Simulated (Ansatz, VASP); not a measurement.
**CdS: VASP beside Ansatz**

```
Cd S
1.0
     0.00000    2.91650    2.97483
     2.91650    0.00000    2.97483
     2.91650    2.91650    0.00000
Cd S
1 1
Direct
  0.00000 0.00000 0.00000
  0.25000 0.25000 0.25000
```

Change from the starting cell: z stretched by +2 %, ions relaxed.

Alike in both runs: functional PBE; k mesh 13 × 13 × 13; occupations fermi-dirac, width 0.02 eV; no spin polarisation.

Ansatz relaxed the structure, and its values are those at the end. VASP's run is a single point on that final structure, the one shown.

```csv
,VASP,Ansatz
version,VASP 6.6.1,Ansatz 0.2.0
potentials or method,"VASP PAW PBE potentials, release 64 (Cd, S)","plane-wave PAW, scalar-relativistic"
plane-wave cutoff (eV),520,420
valence electrons in the cell,18,26
```

Ansatz gave:

| Property | Result |
| --- | --- |
| gap on the k mesh at the Fermi level (eV) | 1.08 |
| pressure (GPa) | 1.6 |

**Question.** Estimate VASP's values.

**Answer.** gap on the k mesh at the Fermi level (eV): 1.09; pressure (GPa): 1.9.

VASP's potentials hold 18 valence electrons a cell and Ansatz's 26, so a difference there can come from the potentials and not from the codes. Ansatz's warnings: stress scf threshold loose.
